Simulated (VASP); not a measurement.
A run of VASP 6.6.1 is set up as follows.

The input INCAR:

```
  ALGO = Normal
  EDIFF = 1E-7
  ENCUT = 520
  GGA = PS
  ISIF = 2
  ISMEAR = 0
  IVDW = 12
  LASPH = True
  LCHARG = False
  LREAL = False
  LWAVE = False
  NBANDS = 27
  NELM = 60
  PREC = Accurate
  SIGMA = 0.03
```

File KPOINTS:

```
k-points
0
Gamma
  12 12 4
```

The input POSCAR:

```
InO
1.0
    3.5009294590      0.0000000000      0.0000000000
   -1.7504647295      3.0318938484      0.0000000000
    0.0000000000      0.0000000000     15.4508366886
In O
2 2
Direct
    0.6666666667      0.3333333333      0.5900210000
    0.6666666667      0.3333333333      0.4099790000
    0.0000000000      0.0000000000      0.6398670000
    0.0000000000      0.0000000000      0.3601330000
```

Potentials or basis: VASP PAW PBE potentials, release 64 (In_d, O).

The run is started by

```sh
$ cat potpaw_PBE.64/In_d/POTCAR potpaw_PBE.64/O/POTCAR > POTCAR
$ mpirun -np 1 vasp_std > vasp.out
```

Task: Estimate the band gap on the k mesh.

Result: 0.40 eV (least direct gap 0.98 eV).

Task: What does it give for the dispersion energy per atom?

Result: -0.121 eV.

Task: What does it give for the largest force?

Result: 0.417 eV/Å.

Forces on the atoms (eV/Å):
```
In   0.000  0.000  0.417
In   0.000  0.000 -0.417
O    0.000  0.000 -0.303
O    0.000  0.000  0.303
```

Caveat: there is no dipole correction, which matters where the two faces differ; semilocal functionals underestimate gaps, and a narrow one can read as zero; the PAW data sets were made with another functional, which shifts forces and pressure a little; spin-orbit coupling is left out, which moves the levels of the heavy elements.
